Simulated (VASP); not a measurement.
Here is a VASP 6.6.1 calculation.

Contents of POSCAR:

```
AlN
1.0
    0.0000000000      2.2986532215      2.1839935596
    2.2986532215      0.0000000000      2.1839935596
    2.2986532215      2.2986532215      0.0000000000
Al N
1 1
Direct
    0.0000000000      0.0000000000      0.0000000000
    0.7500000000      0.7500000000      0.7500000000
```

INCAR.step1

```
SYSTEM = AlN
PREC     = Accurate       ! precision mode
ENCUT    = 520            ! plane-wave cutoff, eV
ISMEAR   = 0              ! smearing method
SIGMA    = 0.05           ! smearing width, eV
LREAL    = .FALSE.        ! projectors in reciprocal space
LASPH    = .TRUE.         ! aspherical terms in the spheres
NELM     = 60             ! most SCF steps
NBANDS   = 11             ! bands
GGA      = PE             ! functional
ALGO     = Normal         ! electronic algorithm
EDIFF    = 1E-4           ! SCF threshold, eV
LWAVE    = .TRUE.         ! write WAVECAR
LCHARG   = .FALSE.        ! write CHGCAR
```

File INCAR.step2:

```
SYSTEM = AlN
PREC     = Accurate       ! precision mode
ENCUT    = 520            ! plane-wave cutoff, eV
EDIFF    = 1E-6           ! SCF threshold, eV
ISMEAR   = 0              ! smearing method
SIGMA    = 0.05           ! smearing width, eV
LREAL    = .FALSE.        ! projectors in reciprocal space
LASPH    = .TRUE.         ! aspherical terms in the spheres
NELM     = 60             ! most SCF steps
ALGO     = Normal         ! electronic algorithm
ISIF     = 2              ! what is computed and relaxed
LWAVE    = .FALSE.        ! write WAVECAR
LCHARG   = .TRUE.         ! write CHGCAR
METAGGA  = R2SCAN         ! meta-GGA
LMIXTAU  = .TRUE.       
LELF     = .TRUE.         ! ELF
LVHAR    = .TRUE.       
NBANDS   = 11             ! bands
ISTART   = 1
```

File KPOINTS:

```
Automatic mesh
0
G
  10 10 10
  0 0 0
```

Potentials or basis: VASP PAW PBE potentials, release 64 (Al, N).

Command:

```bash
$ cat potpaw_PBE.64/Al/POTCAR potpaw_PBE.64/N/POTCAR > POTCAR
$ cp INCAR.step1 INCAR
$ mpirun -np 1 vasp_std > vasp.out
$ cp INCAR.step2 INCAR
$ mpirun -np 1 vasp_std > vasp.out
```

(1) Estimate the band gap on the k mesh.

(2) Predict the pressure.

## Answers

(1) 3.60 eV (least direct gap 3.82 eV).

(2) -18.0 GPa.

Caveat: the cell differs from its parent crystal (strain +0.0525 x Voigt [1, 1, 0, 0, 0, 0]); the cell stands under tension; the PAW data sets were made with another functional, which shifts forces and pressure a little.
